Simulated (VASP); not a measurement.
# I (Fd-3m) in VASP: vibrations by perturbation theory with PBE

Aim: the vibrations by perturbation theory of I with PBE.

Program: VASP 6.6.1. These are calculated values, not measurements. Logs are shortened: lines on timing, memory, paths and dates and some standing lists are left out, and cuts for length are marked.

### Step 1. The cell of the first run

The structure is cubic, space group Fd-3m (No. 227). The conventional cell has a = 7.854 Å, b = 7.854 Å, c = 7.854 Å, α = 90.00°, β = 90.00°, γ = 90.00°. Within 4.5 Å of I (site symmetry -43m) lie 4 I at 3.40 Å.

### Step 2. Vibrations by perturbation theory, PBE

File INCAR:

```
ALGO = Normal
EDIFF = 1E-8
ENCUT = 520
GGA = PE
IBRION = 8
ISIF = 2
ISMEAR = -1
LASPH = T
LCHARG = F
LREAL = F
LWAVE = F
NBANDS = 14
NELM = 100
NSW = 1
PREC = Accurate
SIGMA = 0.1
```

File KPOINTS:

```
k-points
0
Gamma
  4 4 4
```

File POSCAR:

```
I
1.0
    0.0000000000      3.9272500000      3.9272500000
    3.9272500000      0.0000000000      3.9272500000
    3.9272500000      3.9272500000      0.0000000000
I
2
Direct
    0.0000000000      0.0000000000      0.0000000000
    0.2500000000      0.2500000000      0.2500000000
```

Potentials or basis: VASP PAW PBE potentials, release 64 (I).

On the command line:

```
cat potpaw_PBE.64/I/POTCAR > POTCAR
mpirun -np 1 vasp_std > vasp.out
```

OUTCAR:

```text
EDIFF = 1E-8
   ENCUT = 520
   GGA = PE
   IBRION = 8
   ISIF = 2
   ISMEAR = -1
   LASPH = T
   LREAL = F
   NELM = 100
   NSW = 1
   PREC = Accurate

 ion  position               nearest neighbor table
   1  0.000  0.000  0.000-   2 3.40   2 3.40   2 3.40   2 3.40
   2  0.250  0.250  0.250-   1 3.40   1 3.40   1 3.40   1 3.40

  LATTYP: Found a face centered cubic cell.
 ALAT       =     7.8545000000

  Lattice vectors:

 A1 = (   0.0000000000,   3.9272500000,   3.9272500000)
 A2 = (   3.9272500000,   0.0000000000,   3.9272500000)
 A3 = (   3.9272500000,   3.9272500000,   0.0000000000)

Analysis of symmetry for initial positions (statically):
=====================================================================
 Subroutine PRICEL returns:
 Original cell was already a primitive cell.

 Routine SETGRP: Setting up the symmetry group for a
 face centered cubic supercell.

 Subroutine GETGRP returns: Found 48 space group operations
 (whereof 24 operations were pure point group operations)
 out of a pool of 48 trial point group operations.

The static configuration has the point symmetry T_d .
 The point group associated with its full space group is O_h .

Analysis of symmetry for dynamics (positions and initial velocities):
=====================================================================
 Subroutine PRICEL returns:
 Original cell was already a primitive cell.

 Routine SETGRP: Setting up the symmetry group for a
 face centered cubic supercell.

 Subroutine GETGRP returns: Found 48 space group operations
 (whereof 24 operations were pure point group operations)
 out of a pool of 48 trial point group operations.

The dynamic configuration has the point symmetry T_d .
 The point group associated with its full space group is O_h .

 Subroutine INISYM returns: Found 48 space group operations
 (whereof 24 operations are pure point group operations),
 and found     1 'primitive' translations

[... 276 lines left out ...]
  Total        0.0564909      0.0564909      0.0564909     -0.0000000      0.0000000     -0.0000000
  in kB        0.7471258      0.7471258      0.7471258     -0.0000000      0.0000000     -0.0000000
  external PRESSURE =       0.7471258 kB  Pullay stress =       0.0000000 kB

 VOLUME and BASIS-vectors are now :
 -----------------------------------------------------------------------------
  energy-cutoff  :      520.00
  volume of cell :      121.14
      direct lattice vectors                 reciprocal lattice vectors
     0.000000000  3.927250000  3.927250000    -0.127315552  0.127315552  0.127315552
     3.927250000  0.000000000  3.927250000     0.127315552 -0.127315552  0.127315552
     3.927250000  3.927250000  0.000000000     0.127315552  0.127315552 -0.127315552

 POSITION                                       TOTAL-FORCE (eV/Angst)
 -----------------------------------------------------------------------------------
      0.00000      0.00000      0.00000        -0.000000     -0.000000      0.000000
      1.96362      1.96362      1.96362         0.000000      0.000000     -0.000000
 -----------------------------------------------------------------------------------
    total drift:                               -0.000000     -0.000000     -0.000000

  FREE ENERGIE OF THE ION-ELECTRON SYSTEM (eV)
  ---------------------------------------------------
  free  energy   TOTEN  =        -2.0275458747 eV

  energy  without entropy=       -1.8757699033  energy(sigma->0) =       -1.95165789

[... ionic steps 2 to 3 ...]

--------------------------------------- Ionic step        4  -------------------------------------------

 Free energy of the ion-electron system (eV)
  ---------------------------------------------------
  ---------------------------------------------------
  free energy    TOTEN  =        -0.08587399 eV

  energy without entropy =       -0.08587399

------------------------ aborting loop because EDIFF is reached ----------------------------------------

 INTERNAL STRAIN TENSOR  FOR ION    1  DIRECTION 1   (eV/Angst):
 -----------------------------------------------------------------------------
    -0.01676  0.00000  0.00000
     0.00000  0.00722 -2.03521
     0.00000 -2.03521  0.00722

 INTERNAL STRAIN TENSOR FOR ION    2 for displacements in x,y,z  (eV/Angst):
          X           Y           Z          XY          YZ          ZX
  --------------------------------------------------------------------------------
  x     0.00000     0.00000     0.00000     0.00000     2.03521     0.00000
  y     0.00000     0.00000     0.00000     0.00000     0.00000     2.03521
  z     0.00000     0.00000     0.00000     2.03521     0.00000     0.00000

 SECOND DERIVATIVES (NOT SYMMETRIZED)
 ------------------------------------
               1X          1Y          1Z          2X          2Y          2Z
  1X     2.923621    0.000000    0.000000   -2.923621    0.000000    0.000000
  1Y     0.000000    2.923621    0.000000    0.000000   -2.923621    0.000000
  1Z     0.000000    0.000000    2.923621    0.000000    0.000000   -2.923621
  2X    -2.923621    0.000000    0.000000    2.923621    0.000000    0.000000
  2Y     0.000000   -2.923621    0.000000    0.000000    2.923621    0.000000
  2Z     0.000000    0.000000   -2.923621    0.000000    0.000000    2.923621

 Eigenvectors and eigenvalues of the dynamical matrix
 ----------------------------------------------------

   1 f  =    0.000000 THz     0.000000 2PiTHz    0.000000 cm-1     0.000000 meV
             X         Y         Z           dx          dy          dz
      0.000000  0.000000  0.000000     0.000000   -0.707107    0.000000
      1.963625  1.963625  1.963625     0.000000   -0.707107    0.000000
[... 21 lines left out ...]
   6 f/i=    3.355743 THz    21.084753 2PiTHz  111.935524 cm-1    13.878230 meV
             X         Y         Z           dx          dy          dz
      0.000000  0.000000  0.000000    -0.707107    0.000000    0.000000
      1.963625  1.963625  1.963625     0.707107    0.000000    0.000000

--------------------------------------------------------------------------------------------------------

 ELASTIC MODULI CONTR FROM IONIC RELAXATION (kBar)
 Direction    XX          YY          ZZ          XY          YZ          ZX
 --------------------------------------------------------------------------------
 XX           0.0000      0.0000      0.0000      0.0000      0.0000      0.0000
 YY           0.0000      0.0000      0.0000      0.0000      0.0000      0.0000
 ZZ           0.0000      0.0000      0.0000      0.0000      0.0000      0.0000
 XY           0.0000      0.0000      0.0000      0.0000      0.0000      0.0000
 YZ           0.0000      0.0000      0.0000      0.0000      0.0000      0.0000
 ZX           0.0000      0.0000      0.0000      0.0000      0.0000      0.0000
 --------------------------------------------------------------------------------
```

OSZICAR:

```text
N       E                     dE             d eps       ncg     rms          rms(c)
DAV:   1     0.671187363245E+02    0.67119E+02   -0.45184E+03   224   0.733E+02
DAV:   2     0.316161433594E+01   -0.63957E+02   -0.61146E+02   358   0.125E+02
DAV:   3    -0.192092764071E+01   -0.50825E+01   -0.50137E+01   284   0.363E+01
[... 25 lines left out ...]
RMM:   7    -0.858720237399E-01    0.16455E-05   -0.14703E-07   930   0.638E-04    0.254E-04
RMM:   8    -0.858737720296E-01   -0.17483E-05   -0.14475E-07   895   0.438E-04    0.434E-05
RMM:   9    -0.858741555223E-01   -0.38349E-06   -0.26228E-08   947   0.869E-05    0.390E-05
RMM:  10    -0.858739460969E-01    0.20943E-06    0.29723E-08   942   0.553E-05    0.126E-05
RMM:  11    -0.858739819911E-01   -0.35894E-07    0.18881E-09   963   0.247E-05    0.174E-06
RMM:  12    -0.858739857584E-01   -0.37673E-08    0.43554E-09   989   0.155E-05    0.807E-07
 Linear response finished
```

It took 2.9 min on 1 thread of Intel Xeon 8259CL, shared host; peak memory 0.32 GiB.

Results:

```yaml
Highest_phonon_frequency_at_Γ: 0 cm⁻¹
Most_unstable_mode: 112i cm⁻¹
```

Phonon frequencies in cm⁻¹ (negative: imaginary):
```tsv
q point	frequencies
(0.000, 0.000, 0.000)	-112 -112 -112 0 0 0
```

Caveat: some modes are imaginary; spin-orbit coupling is left out, which moves the levels of the heavy elements.
